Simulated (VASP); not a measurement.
# Nb in VASP: further runs, part 2 of 2

VASP 6.6.1. The steps go on from the part before.

## Step 3: Single point, PBE (z stretched by -1 % at fixed volume)

File INCAR:

```
SYSTEM = Nb
PREC     = Accurate       ! precision mode
ENCUT    = 500            ! plane-wave cutoff, eV
EDIFF    = 1E-6           ! SCF threshold, eV
ISMEAR   = -1             ! smearing method
SIGMA    = 0.08           ! smearing width, eV
LREAL    = .False.        ! projectors in reciprocal space
LASPH    = .True.         ! aspherical terms in the spheres
NELM     = 120            ! most SCF steps
ALGO     = Normal         ! electronic algorithm
ISIF     = 2              ! what is computed and relaxed
LWAVE    = .False.        ! write WAVECAR
LCHARG   = .False.        ! write CHGCAR
GGA      = PE             ! functional
NBANDS   = 12             ! bands
GGA_COMPAT= .False.
```

File KPOINTS:

```
regular mesh
0
Gamma
  13 13 13
  0 0 0
```

File POSCAR:

```
Nb
1.0
    0.0000000000      2.1256549794      2.0938500000
    2.1256549794      0.0000000000      2.0938500000
    2.1256549794      2.1256549794      0.0000000000
Nb
1
Direct
    0.0000000000      0.0000000000      0.0000000000
```

Potentials or basis: VASP PAW PBE potentials, release 64 (Nb_sv).

Command:

```
$ cat potpaw_PBE.64/Nb_sv/POTCAR > POTCAR
$ mpirun -np 1 vasp_std > vasp.out
```

OUTCAR:

```text
SYSTEM = Nb
   PREC = Accurate
   ENCUT = 500
   EDIFF = 1E-6
   ISMEAR = -1
   LREAL = .False.
   LASPH = .True.
   NELM = 120
   ISIF = 2
   GGA = PE

 ion  position               nearest neighbor table
   1  0.000  0.000  0.000-

  LATTYP: Found a body centered tetragonal cell.
 ALAT       =     3.0061301008
 C/A-ratio  =     1.3930534806

  Lattice vectors:

 A1 = (   0.0000000000,  -2.1256549794,  -2.0938500000)
 A2 = (   0.0000000000,   2.1256549794,  -2.0938500000)
 A3 = (   2.1256549794,   0.0000000000,   2.0938500000)

Analysis of symmetry for initial positions (statically):
=====================================================================
 Subroutine PRICEL returns:
 Original cell was already a primitive cell.

 Routine SETGRP: Setting up the symmetry group for a
 body centered tetragonal supercell.

 Subroutine GETGRP returns: Found 16 space group operations
 (whereof 16 operations were pure point group operations)
 out of a pool of 16 trial point group operations.

The static configuration has the point symmetry D_4h.

Analysis of symmetry for dynamics (positions and initial velocities):
[... 162 lines left out ...]
 Fermi energy:        10.8360947482

 k-point     1 :       0.0000    0.0000    0.0000
  band No.  band energies     occupation
      1     -43.9534      2.00000
      2     -19.3558      2.00000
      3     -19.3558      2.00000
      4     -19.3550      2.00000
      5       4.6472      2.00000
      6      10.9040      0.59925
      7      10.9040      0.59925
      8      11.0779      0.09286
      9      13.4076      0.00000
     10      13.6370      0.00000
     11      22.6665      0.00000
     12      27.2566      0.00000
[... 331 lines left out ...]
 k-point    24 :       0.4615    0.1538    0.0000
  band No.  band energies     occupation
      1     -43.7603      2.00000
      2     -20.3731      2.00000
      3     -19.6269      2.00000
      4     -19.5795      2.00000
      5       7.6726      2.00000
      6       9.8779      1.99999
      7      10.8702      0.79011
      8      11.5072      0.00045
      9      15.5714      0.00000
     10      15.9462      0.00000
     11      21.4959      0.00000
     12      24.3907      0.00000

 [... further k-points ...]
[... 5 lines left out ...]
  --------------------------------------------------------------------------------------
  -------------------------------------------------------------------------------------
  Total       -0.0206658     -0.0206658     -0.4895989      0.0000000      0.0000000     -0.0000000
  in kB       -1.7498515     -1.7498515    -41.4562385      0.0000000      0.0000000     -0.0000000
  external PRESSURE =     -14.9853138 kB  Pullay stress =       0.0000000 kB

 VOLUME and BASIS-vectors are now :
 -----------------------------------------------------------------------------
  energy-cutoff  :      500.00
  volume of cell :       18.92
      direct lattice vectors                 reciprocal lattice vectors
     0.000000000  2.125654979  2.093850000    -0.235221616  0.235221616  0.238794565
     2.125654979  0.000000000  2.093850000     0.235221616 -0.235221616  0.238794565
     2.125654979  2.125654979  0.000000000     0.235221616  0.235221616 -0.238794565

 POSITION                                       TOTAL-FORCE (eV/Angst)
 -----------------------------------------------------------------------------------
      0.00000      0.00000      0.00000         0.000000      0.000000      0.000000
 -----------------------------------------------------------------------------------
    total drift:                                0.000000      0.000000     -0.000000

  FREE ENERGIE OF THE ION-ELECTRON SYSTEM (eV)
  ---------------------------------------------------
  free  energy   TOTEN  =        -9.9109860035 eV

  energy  without entropy=       -9.8781938853  energy(sigma->0) =       -9.89458994
```

It took 43 s on 1 thread of Intel Xeon 8259CL, shared host; peak memory 0.17 GiB.

What came out:

| Quantity | Value |
| --- | --- |
| Free energy | -9.9110 eV |
| Pressure | -1.5 GPa |

Stress tensor (GPa, compression positive):
```
-0.17  0.00  0.00
 0.00 -0.17  0.00
 0.00  0.00 -4.15
```

## Step 4: Single point, PBE (xy shear strain of -1 %)

File INCAR:

```
  PREC = Accurate
  ENCUT = 500
  EDIFF = 1E-6
  ISMEAR = -1
  SIGMA = 0.08
  LREAL = False
  LASPH = True
  NELM = 120
  ALGO = Normal
  ISIF = 2
  LWAVE = False
  LCHARG = False
  GGA = PE
  NBANDS = 12
  GGA_COMPAT = False
```

File KPOINTS:

```
regular mesh
0
Gamma
  13 13 13
```

File POSCAR:

```
Nb
1.0
   -0.0105750000      2.1150000000      2.1150000000
    2.1150000000     -0.0105750000      2.1150000000
    2.1044250000      2.1044250000      0.0000000000
Nb
1
Direct
    0.0000000000      0.0000000000      0.0000000000
```

Command:

```
$ cat potpaw_PBE.64/Nb_sv/POTCAR > POTCAR
$ mpirun -np 1 vasp_std > vasp.out
```

It took 85 s on 1 thread of Intel Xeon 8259CL, shared host; peak memory 0.2 GiB.

The run converged. Its results:

```
Free energy : -9.9089 eV
Pressure    : -1.4 GPa
```

Stress tensor (GPa, compression positive):
```
-1.44 -0.43  0.00
-0.43 -1.44  0.00
 0.00  0.00 -1.47
```

Levels at points of the mesh, in eV from the Fermi level:
```
           k point  band 2  band 3  band 4  band 5  band 6  band 7  band 8  band 9  band 10  band 11
(0.00, 0.00, 0.00)  -30.21  -30.19  -30.18   -6.19    0.05    0.12    0.20    2.69     2.69    11.83
```

Caveat: the cell differs from its parent crystal (xy shear strain of -1 %).

## Step 5: Summary

```csv
cell,gap on the mesh (eV),pressure (GPa)
"a = 3.040 Å, angles 60.0°, 1 atom",none,-8.6
"a = 2.984, b = 2.984, c = 3.006 Å, angles 59.8, 59.8, 60.5°, 1 atom",none,-1.5
"a = 2.991, b = 2.991, c = 2.976 Å, angles 60.2, 60.2, 60.3°, 1 atom",none,-1.4
```

Alike in all rows: task single point; level PBE; potentials or basis VASP PAW PBE potentials, release 64 (Nb_sv); no spin polarisation; k mesh 13 × 13 × 13; cutoff (eV) 500; smearing fermi-dirac 0.08 eV.

Total energies depend on the potentials used, so only differences within one code and one set of settings carry meaning.
